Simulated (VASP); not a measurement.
# Tl (P6_3/mmc) in VASP: notebook, part 2 of 2

VASP 6.6.1. Earlier steps stand in the parts before.

## (5) Single point, PBE

INCAR reads:

```
SYSTEM = Tl
PREC = Accurate
ENCUT = 520
EDIFF = 1E-7
ISMEAR = 1
SIGMA = 1.0
LREAL = .FALSE.
LASPH = .TRUE.
NELM = 60
ALGO = Normal
ISIF = 2
LWAVE = .FALSE.
LCHARG = .FALSE.
GGA = PE
NBANDS = 20
```

KPOINTS reads:

```
Automatic mesh
0
G
  10 10 6
  0 0 0
```

POSCAR reads:

```
Tl
1.0
    3.5902820628      0.0000000000      0.0000000000
   -1.7951410314      3.1092754731      0.0000000000
    0.0000000000      0.0000000000      5.6419406004
Tl
2
Direct
    0.3333333333      0.6666666667      0.2500000000
    0.6666666667      0.3333333333      0.7500000000
```

Potentials or basis: VASP PAW PBE potentials, release 64 (Tl_d).

Run with:

```bash
cat potpaw_PBE.64/Tl_d/POTCAR > POTCAR
mpirun -np 1 vasp_std > vasp.out
```

OUTCAR:

```text
SYSTEM = Tl
   PREC = Accurate
   ENCUT = 520
   EDIFF = 1E-7
   ISMEAR = 1
   LREAL = .FALSE.
   LASPH = .TRUE.
   NELM = 60
   ISIF = 2
   GGA = PE

 ion  position               nearest neighbor table
   1  0.333  0.667  0.250-   2 3.50   2 3.50   2 3.50   2 3.50   2 3.50   2 3.50
   2  0.667  0.333  0.750-   1 3.50   1 3.50   1 3.50   1 3.50   1 3.50   1 3.50

  LATTYP: Found a hexagonal cell.
 ALAT       =     3.5902820628
 C/A-ratio  =     1.5714477308

  Lattice vectors:

 A1 = (   3.5902820628,   0.0000000000,   0.0000000000)
 A2 = (  -1.7951410314,   3.1092754731,   0.0000000000)
 A3 = (   0.0000000000,   0.0000000000,   5.6419406004)

Analysis of symmetry for initial positions (statically):
=====================================================================
 Subroutine PRICEL returns:
 Original cell was already a primitive cell.

 Routine SETGRP: Setting up the symmetry group for a
 hexagonal supercell.

 Subroutine GETGRP returns: Found 24 space group operations
 (whereof 12 operations were pure point group operations)
 out of a pool of 24 trial point group operations.

The static configuration has the point symmetry D_3d.
 The point group associated with its full space group is D_6h.
[... 160 lines left out ...]

  energy without entropy =       -4.45979296  energy(sigma->0) =       -4.45153099

 E-fermi :   5.6627     XC(G=0):  -9.7161

 val. band max:        5.6047564339   @ k =   0.4000   0.0000   0.3333
 cond. band min:       5.6700572883   @ k =   0.3000   0.1000   0.5000
 fundamental gap:      0.0653008543
 Fermi energy:         5.6626755348

 k-point     1 :       0.0000    0.0000    0.0000
  band No.  band energies     occupation
      1      -6.0157      2.00000
      2      -5.8499      2.00000
      3      -5.8452      2.00000
      4      -5.8452      2.00000
      5      -5.8027      2.00000
      6      -5.8027      2.00000
[... 541 lines left out ...]
     19      14.5309     -0.00000
     20      14.7628     -0.00000

 [... further k-points ...]

------------------------ aborting loop because EDIFF is reached ----------------------------------------

  FORCE on cell =-STRESS in cart. coord.  units (eV):
  Direction    XX          YY          ZZ          XY          YZ          ZX
  --------------------------------------------------------------------------------------
  -------------------------------------------------------------------------------------
  Total       -0.0578340     -0.0578340     -0.0367283      0.0000000     -0.0000000      0.0000000
  in kB       -1.4712187     -1.4712187     -0.9343181      0.0000000     -0.0000000      0.0000000
  external PRESSURE =      -1.2922518 kB  Pullay stress =       0.0000000 kB

 VOLUME and BASIS-vectors are now :
 -----------------------------------------------------------------------------
  energy-cutoff  :      520.00
  volume of cell :       62.98
      direct lattice vectors                 reciprocal lattice vectors
     3.590282063  0.000000000  0.000000000     0.278529648  0.160809167  0.000000000
    -1.795141031  3.109275473  0.000000000     0.000000000  0.321618335  0.000000000
     0.000000000  0.000000000  5.641940600     0.000000000  0.000000000  0.177243979

 POSITION                                       TOTAL-FORCE (eV/Angst)
 -----------------------------------------------------------------------------------
     -0.00000      2.07285      1.41049        -0.000000      0.000000      0.000000
      1.79514      1.03643      4.23146         0.000000     -0.000000      0.000000
 -----------------------------------------------------------------------------------
    total drift:                               -0.000000      0.000000      0.000000

  FREE ENERGIE OF THE ION-ELECTRON SYSTEM (eV)
  ---------------------------------------------------
  free  energy   TOTEN  =        -4.4473999974 eV

  energy  without entropy=       -4.4597929606  energy(sigma->0) =       -4.45153099
```

OSZICAR:

```text
N       E                     dE             d eps       ncg     rms          rms(c)
DAV:   1     0.128562460130E+03    0.12856E+03   -0.13775E+04  2280   0.120E+03
DAV:   2    -0.199565338523E+01   -0.13056E+03   -0.12815E+03  2452   0.270E+02
DAV:   3    -0.447219024853E+01   -0.24765E+01   -0.24671E+01  2584   0.325E+01
DAV:   4    -0.448860705178E+01   -0.16417E-01   -0.16416E-01  2348   0.283E+00
DAV:   5    -0.448886636000E+01   -0.25931E-03   -0.25930E-03  2508   0.349E-01    0.226E+00
DAV:   6    -0.445348579816E+01    0.35381E-01   -0.63085E-02  2384   0.187E+00    0.164E+00
DAV:   7    -0.444769281046E+01    0.57930E-02   -0.25127E-02  2456   0.118E+00    0.649E-01
DAV:   8    -0.444738628861E+01    0.30652E-03   -0.15562E-03  2348   0.291E-01    0.333E-02
DAV:   9    -0.444739434726E+01   -0.80587E-05   -0.14094E-05  2500   0.302E-02    0.153E-02
DAV:  10    -0.444739983478E+01   -0.54875E-05   -0.50192E-06  2396   0.173E-02    0.949E-04
DAV:  11    -0.444739994824E+01   -0.11346E-06   -0.16221E-07  1980   0.239E-03    0.551E-04
DAV:  12    -0.444739999742E+01   -0.49175E-07   -0.20358E-08  1192   0.108E-03
   1 F= -.44474000E+01 E0= -.44515310E+01  d E =0.123930E-01
```

It took 21 s on 1 thread of Intel Xeon 6975P-C (Granite Rapids), shared host; peak memory 0.2 GiB.

What came out:

| Property | Result |
| --- | --- |
| Free energy | -4.4474 eV |
| Pressure | -0.1 GPa |
| Band gap on the k mesh | zero (band 13 reaches 8.92 eV, above the bottom of band 14 at 3.64 eV) |

Levels at points of the mesh, in eV from the Fermi level:
```
           k point  band 11  band 12  band 13  band 14  band 15  band 16
(0.00, 0.00, 0.00)    -9.48    -5.06    -2.46     7.11     7.11     9.03
(0.50, 0.00, 0.00)    -5.82    -4.69    -0.76     0.59     1.29     3.51
(0.00, 0.00, 0.50)    -8.15    -8.15     3.20     3.20     8.03     8.03
(0.50, 0.00, 0.50)    -4.88    -4.88    -2.02    -2.02     5.06     5.06
```

Caveat: spin-orbit coupling is left out, which moves the levels of the heavy elements.

## (6) Single point, PBE

INCAR reads:

```
PREC = Accurate
ENCUT = 520
EDIFF = 1E-6
ISMEAR = 1
SIGMA = 0.3
LREAL = F
LASPH = T
NELM = 80
ALGO = Normal
ISIF = 2
LWAVE = F
LCHARG = T
GGA = PE
LELF = T
LVHAR = T
NBANDS = 20
```

KPOINTS reads:

```
Automatic mesh
0
Gamma
  10 10 6
```

POSCAR is that of step 5.

Potentials or basis: VASP PAW PBE potentials, release 64 (Tl_d).

Run with:

```bash
cat potpaw_PBE.64/Tl_d/POTCAR > POTCAR
mpirun -np 1 vasp_std > vasp.out
```

OUTCAR:

```text
PREC = Accurate
   ENCUT = 520
   EDIFF = 1E-6
   ISMEAR = 1
   LREAL = F
   LASPH = T
   NELM = 80
   ISIF = 2
   GGA = PE

 ion  position               nearest neighbor table
   1  0.333  0.667  0.250-   2 3.50   2 3.50   2 3.50   2 3.50   2 3.50   2 3.50
   2  0.667  0.333  0.750-   1 3.50   1 3.50   1 3.50   1 3.50   1 3.50   1 3.50

  LATTYP: Found a hexagonal cell.
 ALAT       =     3.5902820628
 C/A-ratio  =     1.5714477308

  Lattice vectors:

 A1 = (   3.5902820628,   0.0000000000,   0.0000000000)
 A2 = (  -1.7951410314,   3.1092754731,   0.0000000000)
 A3 = (   0.0000000000,   0.0000000000,   5.6419406004)

Analysis of symmetry for initial positions (statically):
=====================================================================
 Subroutine PRICEL returns:
 Original cell was already a primitive cell.

 Routine SETGRP: Setting up the symmetry group for a
 hexagonal supercell.

 Subroutine GETGRP returns: Found 24 space group operations
 (whereof 12 operations were pure point group operations)
[... 161 lines left out ...]
  ext. energy  EPLUGINS =         0.00000000
  ---------------------------------------------------
  free energy    TOTEN  =        -4.45771659 eV

  energy without entropy =       -4.45319063  energy(sigma->0) =       -4.45620794

 E-fermi :   5.6556     XC(G=0):  -9.7160

 val. band max:        5.6041536035   @ k =   0.4000   0.0000   0.3333
 cond. band min:       5.6700164793   @ k =   0.3000   0.1000   0.5000
 fundamental gap:      0.0658628758
 Fermi energy:         5.6555663300

 k-point     1 :       0.0000    0.0000    0.0000
  band No.  band energies     occupation
      1      -6.0125      2.00000
      2      -5.8486      2.00000
      3      -5.8486      2.00000
      4      -5.8452      2.00000
      5      -5.8061      2.00000
      6      -5.8061      2.00000
[... 541 lines left out ...]
     19      14.5306      0.00000
     20      14.7634      0.00000

 [... further k-points ...]

------------------------ aborting loop because EDIFF is reached ----------------------------------------

  FORCE on cell =-STRESS in cart. coord.  units (eV):
  Direction    XX          YY          ZZ          XY          YZ          ZX
  --------------------------------------------------------------------------------------
  -------------------------------------------------------------------------------------
  Total       -0.0959263     -0.0959263      0.0566362      0.0000000      0.0000000     -0.0000000
  in kB       -2.4402362     -2.4402362      1.4407490      0.0000000      0.0000000     -0.0000000
  external PRESSURE =      -1.1465745 kB  Pullay stress =       0.0000000 kB

 VOLUME and BASIS-vectors are now :
 -----------------------------------------------------------------------------
  energy-cutoff  :      520.00
  volume of cell :       62.98
      direct lattice vectors                 reciprocal lattice vectors
     3.590282063  0.000000000  0.000000000     0.278529648  0.160809167  0.000000000
    -1.795141031  3.109275473  0.000000000     0.000000000  0.321618335  0.000000000
     0.000000000  0.000000000  5.641940600     0.000000000  0.000000000  0.177243979

 POSITION                                       TOTAL-FORCE (eV/Angst)
 -----------------------------------------------------------------------------------
     -0.00000      2.07285      1.41049         0.000000      0.000000      0.000000
      1.79514      1.03643      4.23146        -0.000000      0.000000      0.000000
 -----------------------------------------------------------------------------------
    total drift:                               -0.000000      0.000000      0.000000

  FREE ENERGIE OF THE ION-ELECTRON SYSTEM (eV)
  ---------------------------------------------------
  free  energy   TOTEN  =        -4.4577165871 eV

  energy  without entropy=       -4.4531906329  energy(sigma->0) =       -4.45620794
```

Wall time 19 s (1 thread of Intel Xeon 6975P-C (Granite Rapids), shared host); peak memory 0.21 GiB.

What came out:

| Property | Result |
| --- | --- |
| Free energy | -4.4577 eV |
| Pressure | -0.1 GPa |
| Band gap on the k mesh | zero (band 13 reaches 8.92 eV, above the bottom of band 14 at 3.64 eV) |

Levels at points of the mesh, in eV from the Fermi level:
```
           k point  band 9  band 10  band 11  band 12  band 13  band 14  band 15  band 16  band 17  band 18
(0.00, 0.00, 0.00)  -11.14   -11.14    -9.47    -5.05    -2.45     7.12     7.12     9.04     9.04     9.88
(0.50, 0.00, 0.00)  -11.12   -11.10    -5.81    -4.68    -0.76     0.59     1.30     3.52     3.58     7.55
(0.00, 0.00, 0.50)  -11.23   -11.23    -8.14    -8.14     3.21     3.21     8.04     8.04     8.04     8.04
(0.50, 0.00, 0.50)  -11.13   -11.13    -4.87    -4.87    -2.01    -2.01     5.07     5.07     5.72     5.72
```

Caveat: spin-orbit coupling is left out, which moves the levels of the heavy elements.

## (7) The runs side by side

| smearing | gap on the mesh (eV) | pressure (GPa) |
| --- | --- | --- |
| methfessel-paxton 0.2 eV | none | -0.1 |
| methfessel-paxton 0.3 eV | none | -0.1 |
| methfessel-paxton 0.6 eV | none | -0.2 |
| methfessel-paxton 1 eV | none | -0.1 |

Alike in all rows: task single point; level PBE; potentials or basis VASP PAW PBE potentials, release 64 (Tl_d); no spin polarisation; cell as given; k mesh 10 × 10 × 6; cutoff (eV) 520.

Every run on the cell as given and a fine mesh finds a metal.

Caveats: spin-orbit coupling is left out, which moves the levels of the heavy elements.

Absolute energies hang on the potentials; compare differences alone.
